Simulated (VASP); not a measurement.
# Sb (Im-3m) in VASP: further runs

The runs below take Sb through single point, with PBEsol.

Program: VASP 6.6.1. These are calculated values, not measurements. Logs are shortened: lines on timing, memory, paths and dates and some standing lists are left out, and cuts for length are marked.

### Step 1. The cell of the first run

Symmetry: Im-3m, No. 229, cubic system. Conventional cell: a = 3.781 Å, b = 3.781 Å, c = 3.781 Å, α = 90.00°, β = 90.00°, γ = 90.00°. Within 4.3 Å of Sb (site symmetry m-3m) lie 14 Sb at 3.27 to 3.78 Å.

### Step 2. Single point, PBEsol (volume scaled by 1.04)

Contents of INCAR:

```
SYSTEM = Sb
PREC     = Accurate       ! precision mode
ENCUT    = 520            ! plane-wave cutoff, eV
EDIFF    = 1E-6           ! SCF threshold, eV
ISMEAR   = -1             ! smearing method
SIGMA    = 0.1            ! smearing width, eV
LREAL    = .False.        ! projectors in reciprocal space
LASPH    = .True.         ! aspherical terms in the spheres
NELM     = 100            ! most SCF steps
ALGO     = Normal         ! electronic algorithm
ISIF     = 2              ! what is computed and relaxed
LWAVE    = .False.        ! write WAVECAR
LCHARG   = .False.        ! write CHGCAR
GGA      = PS             ! functional
NBANDS   = 8              ! bands
```

Contents of KPOINTS:

```
regular mesh
0
Gamma
  13 13 13
  0 0 0
```

Contents of POSCAR:

```
Sb
1.0
   -1.8903495994      1.8903495994      1.8903495994
    1.8903495994     -1.8903495994      1.8903495994
    1.8903495994      1.8903495994     -1.8903495994
Sb
1
Direct
    0.0000000000      0.0000000000      0.0000000000
```

Potentials or basis: VASP PAW PBE potentials, release 64 (Sb).

Run with:

```
cat potpaw_PBE.64/Sb/POTCAR > POTCAR
mpirun -np 1 vasp_std > vasp.out
```

OUTCAR:

```text
SYSTEM = Sb
   PREC = Accurate
   ENCUT = 520
   EDIFF = 1E-6
   ISMEAR = -1
   LREAL = .False.
   LASPH = .True.
   NELM = 100
   ISIF = 2
   GGA = PS

 ion  position               nearest neighbor table
   1  0.000  0.000  0.000-

  LATTYP: Found a body centered cubic cell.
 ALAT       =     3.7806991988

  Lattice vectors:

 A1 = (  -1.8903495994,   1.8903495994,   1.8903495994)
 A2 = (   1.8903495994,  -1.8903495994,   1.8903495994)
 A3 = (   1.8903495994,   1.8903495994,  -1.8903495994)

Analysis of symmetry for initial positions (statically):
=====================================================================
 Subroutine PRICEL returns:
 Original cell was already a primitive cell.

 Routine SETGRP: Setting up the symmetry group for a
 body centered cubic supercell.

 Subroutine GETGRP returns: Found 48 space group operations
 (whereof 48 operations were pure point group operations)
 out of a pool of 48 trial point group operations.

The static configuration has the point symmetry O_h .

Analysis of symmetry for dynamics (positions and initial velocities):
=====================================================================
 Subroutine PRICEL returns:
 Original cell was already a primitive cell.

 Routine SETGRP: Setting up the symmetry group for a
 body centered cubic supercell.

 Subroutine GETGRP returns: Found 48 space group operations
 (whereof 48 operations were pure point group operations)
 out of a pool of 48 trial point group operations.

The dynamic configuration has the point symmetry O_h .

 Subroutine INISYM returns: Found 48 space group operations
 (whereof 48 operations are pure point group operations),
 and found     1 'primitive' translations

----------------------------------------------------------------------------------------

                                     Primitive cell

  volume of cell :      27.0201

  direct lattice vectors                    reciprocal lattice vectors
    -1.890349599  1.890349599  1.890349599     0.000000000  0.264501339  0.264501339
     1.890349599 -1.890349599  1.890349599     0.264501339  0.000000000  0.264501339
     1.890349599  1.890349599 -1.890349599     0.264501339  0.264501339  0.000000000

  length of vectors
     3.274181550  3.274181550  3.274181550     0.374061381  0.374061381  0.374061381

  position of ions in fractional coordinates (direct lattice)
     0.000000000  0.000000000  0.000000000

  ion indices of the primitive-cell ions
   primitive index   ion index
                 1           1

----------------------------------------------------------------------------------------

 KPOINTS: regular mesh

Automatic generation of k-mesh.
 Grid dimensions read from file:
 generate k-points for:   13   13   13

 Generating k-lattice:

  Cartesian coordinates                     Fractional coordinates (reciprocal lattice)
     0.000000000  0.020346257  0.020346257     0.076923077  0.000000000  0.000000000
     0.020346257  0.000000000  0.020346257     0.000000000  0.076923077  0.000000000
     0.020346257  0.020346257  0.000000000     0.000000000  0.000000000  0.076923077

  Length of vectors
     0.028773952  0.028773952  0.028773952

  Shift w.r.t. Gamma in fractional coordinates (k-lattice)
     0.000000000  0.000000000  0.000000000

 Subroutine IBZKPT returns following result:
 ===========================================

 Found     84 irreducible k-points:

 Following reciprocal coordinates:
            Coordinates               Weight
  0.000000  0.000000  0.000000      1.000000
  0.076923  0.000000  0.000000     12.000000
  0.153846  0.000000  0.000000     12.000000
  0.230769  0.000000  0.000000     12.000000
  0.307692  0.000000  0.000000     12.000000
  0.384615  0.000000  0.000000     12.000000
[... 16 lines left out ...]
  0.153846  0.076923  0.076923     24.000000
  0.230769  0.076923  0.076923     24.000000
 [... further k-points ...]
   k-points           NKPTS =     84   k-points in BZ     NKDIM =     84   number of bands    NBANDS=      8
   number of dos      NEDOS =    301   number of ions     NIONS =      1
   total plane-waves  NPLWV =  13824
   dimension x,y,z NGX =    24 NGY =   24 NGZ =   24
   dimension x,y,z NGXF=    48 NGYF=   48 NGZF=   48
   ions per type =               1
   NGX,Y,Z   is equivalent  to a cutoff of  12.19, 12.19, 12.19 a.u.
   NGXF,Y,Z  is equivalent  to a cutoff of  24.37, 24.37, 24.37 a.u.
 SYSTEM =  Sb
   PREC   = accura    normal or accurate (medium, high low for compatibility)
   ISTART =      0    job   : 0-new  1-cont  2-samecut
   ICHARG =      2    charge: 1-file 2-atom 10-const
   ISPIN  =      1    spin polarized calculation?
   LNONCOLLINEAR =      F non collinear calculations
   LSORBIT =      F    spin-orbit coupling
   LASPH  =      T    aspherical Exc in radial PAW
   ENCUT  =  520.0 eV  38.22 Ry    6.18 a.u.   6.09  6.09  6.09*2*pi/ulx,y,z
   NELM   =    100;   NELMIN=  2; NELMDL= -5     # of ELM steps
   EDIFF  = 0.1E-05   stopping-criterion for ELM
   LREAL  =      F    real-space projection
   EDIFFG = 0.1E-04   stopping-criterion for IOM
   NSW    =      0    number of steps for IOM
   IBRION =     -1    ionic relax: 0-MD 1-quasi-New 2-CG
   NFREE  =      0    steps in history (QN), initial steepest desc. (CG)
   ISIF   =      2    stress and relaxation
   ISYM   =      2    0-nonsym 1-usesym 2-fastsym
   POTIM  = 0.5000    time-step for ionic-motion
   TEBEG  =    0.0;   TEEND  =   0.0 temperature during run
   PSTRESS=    0.0 pullay stress
   NELECT =       5.0000    total number of electrons
   NUPDOWN=      -1.0000    fix difference up-down
   EMIN   =  10.00;   EMAX   =-10.00  energy-range for DOS
   EFERMI =   0.00;   METHOD = LEGACY
   ISMEAR =    -1;   SIGMA  =   0.10  broadening in eV -4-tet -1-fermi 0-gaus
   EFERMI_NEDOS =   21; number of points for ismear=-14 and -15
   IALGO  =     38    algorithm
   IMIX   =      4    mixing-type and parameters
     AMIX     =   0.40;   BMIX     =  1.00
     AMIX_MAG =   1.60;   BMIX_MAG =  1.00
  volume/ion in A,a.u.               =      27.02       182.34
  Fermi-wavevector in a.u.,A,eV,Ry     =   0.932902  1.762929 11.841235  0.870306
  Thomas-Fermi vector in A             =   2.059548
   LORBIT       =      0    0 simple, 1 ext, 2 COOP (PROOUT), +10 PAW based schemes
   GGA     = PS    functional components
   LHFCALC =     F    Hartree Fock is set to
   AEXX    =    0.0000 exact exchange contribution
   IVDW    =     0    specifies the selected vdW correction
   LEPSILON=     F    determine dielectric tensor
   LRPA    =     F    only Hartree local field effects (RPA)
 non-spin polarized calculation
  energy-cutoff  :      520.00
  volume of cell :       27.02
 maximum number of plane-waves:       739
   NGX = 13   NGY = 13   NGZ = 13

 number of electron       5.0000000 magnetization

 Free energy of the ion-electron system (eV)
  ---------------------------------------------------
  ext. energy  EPLUGINS =         0.00000000
  ---------------------------------------------------
  free energy    TOTEN  =        -4.38911075 eV

  energy without entropy =       -4.36519284  energy(sigma->0) =       -4.37715179

 E-fermi :   8.2027     XC(G=0): -10.3166

 val. band max:        8.1953623950   @ k =   0.3077   0.1538   0.0000
 cond. band min:       8.2064586940   @ k =   0.2308   0.1538   0.1538
 fundamental gap:      0.0110962990
 Fermi energy:         8.2026773522

 k-point     1 :       0.0000    0.0000    0.0000
  band No.  band energies     occupation
      1      -4.5723      2.00000
      2      13.7116      0.00000
      3      13.7116      0.00000
      4      13.7116      0.00000
      5      18.8387      0.00000
      6      18.8387      0.00000
      7      18.8387      0.00000
      8      20.0515      0.00000

 k-point     2 :       0.0769    0.0000    0.0000
  band No.  band energies     occupation
      1      -4.4488      2.00000
      2      12.7568      0.00000
      3      13.3123      0.00000
      4      13.6072      0.00000
      5      18.0711      0.00000
      6      18.1015      0.00000
      7      19.3774      0.00000
      8      19.5255      0.00000

 k-point     3 :       0.1538    0.0000    0.0000
  band No.  band energies     occupation
      1      -4.0797      2.00000
      2      10.7184      0.00000
      3      12.4549      0.00000
      4      13.3129      0.00000
      5      16.9091      0.00000
      6      17.1628      0.00000
      7      19.2460      0.00000
      8      20.0101      0.00000

 k-point     4 :       0.2308    0.0000    0.0000
  band No.  band energies     occupation
      1      -3.4711      2.00000
      2       8.4422      0.16702
      3      11.5519      0.00000
      4      12.9032      0.00000
      5      15.9913      0.00000
      6      16.3876      0.00000
      7      19.4299      0.00000
      8      20.4674      0.00000

 k-point     5 :       0.3077    0.0000    0.0000
  band No.  band energies     occupation
      1      -2.6406      2.00000
      2       6.2498      2.00000
      3      10.7898      0.00000
      4      12.4895      0.00000
      5      15.3248      0.00000
      6      15.8031      0.00000
      7      20.0013      0.00000
      8      21.0989      0.00000
[... 177 lines left out ...]
 k-point    22 :       0.0769    0.0769    0.0769
  band No.  band energies     occupation
      1      -3.8354      2.00000
      2       9.9171      0.00000
      3      12.0998      0.00000
      4      12.0998      0.00000
      5      17.5358      0.00000
      6      17.5358      0.00000
      7      20.0773      0.00000
      8      20.2519      0.00000

 k-point    23 :       0.1538    0.0769    0.0769
  band No.  band energies     occupation
      1      -3.2314      2.00000
      2       8.1825      1.10076
      3      10.6529      0.00000
      4      11.4650      0.00000
      5      17.4827      0.00000
      6      17.5561      0.00000
      7      20.1921      0.00000
      8      20.6454      0.00000

 k-point    24 :       0.2308    0.0769    0.0769
  band No.  band energies     occupation
      1      -2.4102      2.00000
      2       6.2842      2.00000
      3       9.5875      0.00000
      4      10.9128      0.00000
      5      17.0782      0.00000
      6      17.4496      0.00000
      7      20.4796      0.00000
      8      21.2737      0.00000

 [... further k-points ...]
[... 5 lines left out ...]
  --------------------------------------------------------------------------------------
  -------------------------------------------------------------------------------------
  Total       -0.4420220     -0.4420220     -0.4420220      0.0000000      0.0000000     -0.0000000
  in kB      -26.2100639    -26.2100639    -26.2100639      0.0000000      0.0000000     -0.0000000
  external PRESSURE =     -26.2100639 kB  Pullay stress =       0.0000000 kB

 VOLUME and BASIS-vectors are now :
 -----------------------------------------------------------------------------
  energy-cutoff  :      520.00
  volume of cell :       27.02
      direct lattice vectors                 reciprocal lattice vectors
    -1.890349599  1.890349599  1.890349599     0.000000000  0.264501339  0.264501339
     1.890349599 -1.890349599  1.890349599     0.264501339  0.000000000  0.264501339
     1.890349599  1.890349599 -1.890349599     0.264501339  0.264501339  0.000000000

 POSITION                                       TOTAL-FORCE (eV/Angst)
 -----------------------------------------------------------------------------------
      0.00000      0.00000      0.00000         0.000000     -0.000000     -0.000000
 -----------------------------------------------------------------------------------
    total drift:                                0.000000      0.000000      0.000000

  FREE ENERGIE OF THE ION-ELECTRON SYSTEM (eV)
  ---------------------------------------------------
  free  energy   TOTEN  =        -4.3891107455 eV

  energy  without entropy=       -4.3651928443  energy(sigma->0) =       -4.37715179
```

Wall time 5.7 s (1 thread of Intel Xeon 6975P-C, shared host); peak memory 0.14 GiB.

What came out:

| Property | Result |
| --- | --- |
| Free energy | -4.3891 eV |
| Pressure | -2.6 GPa |

Levels at points of the mesh, in eV from the Fermi level:
```tsv
k point	band 1	band 2	band 3	band 4	band 5	band 6	band 7	band 8
(0.00, 0.00, 0.00)	-12.77	5.51	5.51	5.51	10.64	10.64	10.64	11.85
```

Caveat: the PAW data sets were made with another functional, which shifts forces and pressure a little; spin-orbit coupling is left out, which moves the levels of the heavy elements.

### Step 3. Single point, PBEsol (volume scaled by 1.08)

Contents of INCAR:

```
PREC     = Accurate       # precision mode
ENCUT    = 520            # plane-wave cutoff, eV
EDIFF    = 1E-6           # SCF threshold, eV
ISMEAR   = -1             # smearing method
SIGMA    = 0.1            # smearing width, eV
LREAL    = F              # projectors in reciprocal space
LASPH    = T              # aspherical terms in the spheres
NELM     = 60             # most SCF steps
ALGO     = Normal         # electronic algorithm
ISIF     = 2              # what is computed and relaxed
LWAVE    = F              # write WAVECAR
LCHARG   = F              # write CHGCAR
GGA      = PS             # functional
NBANDS   = 8              # bands
```

Contents of KPOINTS:

```
Automatic mesh
0
Gamma
  13 13 13
```

Contents of POSCAR:

```
Sb
1.0
   -1.9142806158      1.9142806158      1.9142806158
    1.9142806158     -1.9142806158      1.9142806158
    1.9142806158      1.9142806158     -1.9142806158
Sb
1
Direct
    0.0000000000      0.0000000000      0.0000000000
```

Potentials or basis: VASP PAW PBE potentials, release 64 (Sb).

Run with:

```
cat potpaw_PBE.64/Sb/POTCAR > POTCAR
mpirun -np 1 vasp_std > vasp.out
```

OUTCAR:

```text
PREC = Accurate
   ENCUT = 520
   EDIFF = 1E-6
   ISMEAR = -1
   LREAL = F
   LASPH = T
   NELM = 60
   ISIF = 2
   GGA = PS

 ion  position               nearest neighbor table
   1  0.000  0.000  0.000-

  LATTYP: Found a body centered cubic cell.
 ALAT       =     3.8285612316

  Lattice vectors:

 A1 = (  -1.9142806158,   1.9142806158,   1.9142806158)
 A2 = (   1.9142806158,  -1.9142806158,   1.9142806158)
 A3 = (   1.9142806158,   1.9142806158,  -1.9142806158)

[... 433 lines left out ...]
  band No.  band energies     occupation
      1      -2.6946      2.00000
      2       5.8191      2.00000
      3       9.0645      0.00000
      4      10.3651      0.00000
      5      16.3980      0.00000
      6      16.7863      0.00000
      7      19.8604      0.00000
      8      20.5906      0.00000

 [... further k-points ...]
[... 5 lines left out ...]
  --------------------------------------------------------------------------------------
  -------------------------------------------------------------------------------------
  Total       -0.7968932     -0.7968932     -0.7968932      0.0000000     -0.0000000     -0.0000000
  in kB      -45.5023569    -45.5023569    -45.5023569      0.0000000     -0.0000000     -0.0000000
  external PRESSURE =     -45.5023569 kB  Pullay stress =       0.0000000 kB

 VOLUME and BASIS-vectors are now :
 -----------------------------------------------------------------------------
  energy-cutoff  :      520.00
  volume of cell :       28.06
      direct lattice vectors                 reciprocal lattice vectors
    -1.914280616  1.914280616  1.914280616     0.000000000  0.261194726  0.261194726
     1.914280616 -1.914280616  1.914280616     0.261194726  0.000000000  0.261194726
     1.914280616  1.914280616 -1.914280616     0.261194726  0.261194726  0.000000000

 POSITION                                       TOTAL-FORCE (eV/Angst)
 -----------------------------------------------------------------------------------
      0.00000      0.00000      0.00000        -0.000000      0.000000     -0.000000
 -----------------------------------------------------------------------------------
    total drift:                                0.000000      0.000000     -0.000000

  FREE ENERGIE OF THE ION-ELECTRON SYSTEM (eV)
  ---------------------------------------------------
  free  energy   TOTEN  =        -4.3656731051 eV

  energy  without entropy=       -4.3408915702  energy(sigma->0) =       -4.35328234
```

OSZICAR:

```text
N       E                     dE             d eps       ncg     rms          rms(c)
DAV:   1     0.440406323228E+01    0.44041E+01   -0.16217E+03  1368   0.407E+02
DAV:   2    -0.427647240218E+01   -0.86805E+01   -0.84448E+01  1920   0.520E+01
DAV:   3    -0.437211878594E+01   -0.95646E-01   -0.95029E-01  1664   0.609E+00
DAV:   4    -0.437238248316E+01   -0.26370E-03   -0.26369E-03  2120   0.393E-01
DAV:   5    -0.437238301870E+01   -0.53555E-06   -0.53543E-06  1656   0.115E-02    0.155E+00
DAV:   6    -0.436793371220E+01    0.44493E-02   -0.27909E-03  1584   0.247E-01    0.876E-01
DAV:   7    -0.436566887582E+01    0.22648E-02   -0.54869E-03  1648   0.345E-01    0.549E-02
DAV:   8    -0.436567321262E+01   -0.43368E-05   -0.66048E-05  1672   0.630E-02    0.530E-03
DAV:   9    -0.436567310515E+01    0.10747E-06   -0.61177E-07  2008   0.592E-03
   1 F= -.43656731E+01 E0= -.43532823E+01  d E =-.247815E-01
```

stdout:

```text
POSCAR found type information on POSCAR Sb
 POSCAR found :  1 types and       1 ions
 scaLAPACK will be used
 -----------------------------------------------------------------------------
|                                                                             |
|                                                                             |
|     You enforced a specific xc type in the INCAR file but a different       |
|     I HOPE YOU KNOW WHAT YOU ARE DOING!                                     |
|                                                                             |
 -----------------------------------------------------------------------------

 LDA part: xc-table for (Slater+PW92), standard interpolation
 POSCAR, INCAR and KPOINTS ok, starting setup
 FFT: planning ... GRIDC
 FFT: planning ... GRID_SOFT
 FFT: planning ... GRID
 WAVECAR not read
 entering main loop
```

Wall time 12 s (1 thread of Intel Xeon 6975P-C, shared host); peak memory 0.16 GiB.

Results:

```
Free energy : -4.3657 eV
Pressure    : -4.6 GPa
```

Caveat: the PAW data sets were made with another functional, which shifts forces and pressure a little; spin-orbit coupling is left out, which moves the levels of the heavy elements.
